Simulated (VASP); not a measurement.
A run of VASP 6.6.1:

The input POSCAR:

```
YZn
1.0
    0.0000000000      2.9629870000      2.9629870000
    2.9629870000      0.0000000000      2.9629870000
    2.9629870000      2.9629870000      0.0000000000
Y Zn
1 1
Direct
    0.0000000000      0.0000000000      0.0000000000
    0.5000000000      0.5000000000      0.5000000000
```

File INCAR.step1:

```
SYSTEM = YZn
PREC = Accurate
ENCUT = 550
ISMEAR = -1
SIGMA = 0.05
LREAL = .False.
LASPH = .True.
NELM = 120
GGA = PE
ALGO = Normal
EDIFF = 1E-5
LWAVE = .True.
LCHARG = .False.
GGA_COMPAT = .False.
IBRION = 2
ISIF = 3
EDIFFG = -0.005
NELMIN = 4
NSW = 100
```

The input INCAR.step2:

```
SYSTEM = YZn
PREC = Accurate
ENCUT = 550
EDIFF = 1E-7
ISMEAR = -1
SIGMA = 0.05
LREAL = .False.
LASPH = .True.
NELM = 120
ALGO = Normal
ISIF = 3
LWAVE = .False.
LCHARG = .False.
METAGGA = R2SCAN
LMIXTAU = .True.
IBRION = 2
NSW = 60
EDIFFG = -0.01
PSTRESS = 40.0
ISTART = 1
GGA_COMPAT = .False.
NELMIN = 4
```

KPOINTS

```
Automatic mesh
0
Gamma
  8 8 8
  0 0 0
```

Potentials or basis: VASP PAW PBE potentials, release 64 (Y_sv, Zn).

Run with:

```sh
$ cat potpaw_PBE.64/Y_sv/POTCAR potpaw_PBE.64/Zn/POTCAR > POTCAR
$ cp INCAR.step1 INCAR
$ mpirun -np 1 vasp_std > vasp.out
$ cp INCAR.step2 INCAR
$ mpirun -np 1 vasp_std > vasp.out
```

Hardware: 1 thread of Intel(R) Xeon(R) Platinum 8559C (Emerald Rapids), with other jobs on the host.

**Question.** How long does it take, and how much memory?

**Answer.** Wall time 3.2 min on 1 thread of Intel(R) Xeon(R) Platinum 8559C (Emerald Rapids), with other jobs on the host, peak memory 0.22 GiB. Counts: k points 29, ion steps 3.
